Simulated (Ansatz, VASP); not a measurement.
## SrO in VASP and in Ansatz

```
Sr O
1.0
    -0.02855    2.55134    2.55134
     2.55134   -0.02855    2.55134
     2.55134    2.55134   -0.02855
Sr O
1 1
Direct
  0.00000 0.00000 0.00000
  0.50000 0.50000 0.50000
```

Change from the starting cell: shear_111 strain -1.7%.

Alike in both runs: task single point; functional PBE; k mesh 8 × 8 × 8; occupations fermi-dirac, width 0.02 eV; no spin polarisation.

|  | VASP | Ansatz |
| --- | --- | --- |
| version | VASP 6.6.1 | Ansatz 0.2.0 |
| potentials or method | VASP PAW PBE potentials, release 64 (Sr_sv, O) | plane waves, PAW |
| plane-wave cutoff (eV) | 520 | 420 |
| valence electrons in the cell | 16 | 16 |

VASP gave:

```
gap on the k mesh at the Fermi level (eV)                     : 3.24
pressure (GPa)                                                : 4.0
traceless stress, the component that is largest in VASP (GPa) : 0.58
```

Which values does Ansatz return?

gap on the k mesh at the Fermi level (eV): 3.29; pressure (GPa): 3.4; traceless stress, the component that is largest in VASP (GPa): 0.58.
